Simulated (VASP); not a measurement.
Input of a VASP 6.6.1 run:

File POSCAR:

```
SiC
1.0
    0.0000000000      2.1781449855      2.0692377362
    2.1781449855      0.0000000000      2.0692377362
    2.1781449855      2.1781449855      0.0000000000
Si C
1 1
Direct
    0.0000000000      0.0000000000      0.0000000000
    0.7500000000      0.7500000000      0.7500000000
```

INCAR.step1

```
SYSTEM = SiC
ALGO = Normal
EDIFF = 1E-4
ENCUT = 520
GGA = PE
ISMEAR = 0
LASPH = .TRUE.
LCHARG = .FALSE.
LREAL = .FALSE.
LWAVE = .TRUE.
NBANDS = 11
NELM = 100
PREC = Accurate
SIGMA = 0.05
```

Contents of INCAR.step2:

```
SYSTEM = SiC
ALGO = Normal
EDIFF = 1E-6
ENCUT = 520
ISIF = 2
ISMEAR = 0
ISTART = 1
LASPH = .TRUE.
LCHARG = .FALSE.
LMIXTAU = .TRUE.
LREAL = .FALSE.
LWAVE = .FALSE.
METAGGA = R2SCAN
NBANDS = 11
NELM = 100
PREC = Accurate
SIGMA = 0.05
```

KPOINTS

```
k-points
0
G
  10 10 10
  0 0 0
```

Potentials or basis: VASP PAW PBE potentials, release 64 (Si, C).

Command:

```bash
$ cat potpaw_PBE.64/Si/POTCAR potpaw_PBE.64/C/POTCAR > POTCAR
$ cp INCAR.step1 INCAR
$ mpirun -np 1 vasp_std > vasp.out
$ cp INCAR.step2 INCAR
$ mpirun -np 1 vasp_std > vasp.out
```

(1) What does it give for the band gap on the k mesh?

(2) Estimate the pressure.

## Answers

(1) 1.14 eV, indirect (least direct gap 5.06 eV).

(2) 12.4 GPa.

Caveat: the cell differs from its parent crystal (strain +0.000 along x and y, -0.050 along z); the PAW data sets were made with another functional, which shifts forces and pressure a little.
